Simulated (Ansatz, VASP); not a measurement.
# One calculation of LiH, two programs

```xyz
2
Lattice="0.0000 2.0427 2.0427 2.0427 0.0000 2.0427 2.0427 2.0427 0.0000" Properties=species:S:1:pos:R:3 pbc="T T T"
Li    0.0000    0.0000    0.0000
H     2.0427    2.0427    2.0427
```

Alike in both runs: task single point; functional PBE; k mesh 10 × 10 × 10; occupations gaussian, width 0.02 eV; no spin polarisation.

```csv
,VASP,Ansatz
version,VASP 6.6.1,Ansatz 0.2.0
potentials or method,"VASP PAW PBE potentials, release 64 (Li_sv, H), cutoff 520 eV","scalar-relativistic, plane waves, PAW"
valence electrons in the cell,4,4
```

|  | VASP | Ansatz | Ansatz less VASP |
| --- | --- | --- | --- |
| gap on the k mesh at the Fermi level (eV) | 3.02 | 3.03 | +0.007 |
| least direct gap on the mesh (eV) | 3.02 | 3.03 | +0.007 |

The functional is the same, so the differences come from potentials, cutoffs and numerics.

Noted on VASP's run: the cutoff is short for stress, so the pressure is rough.
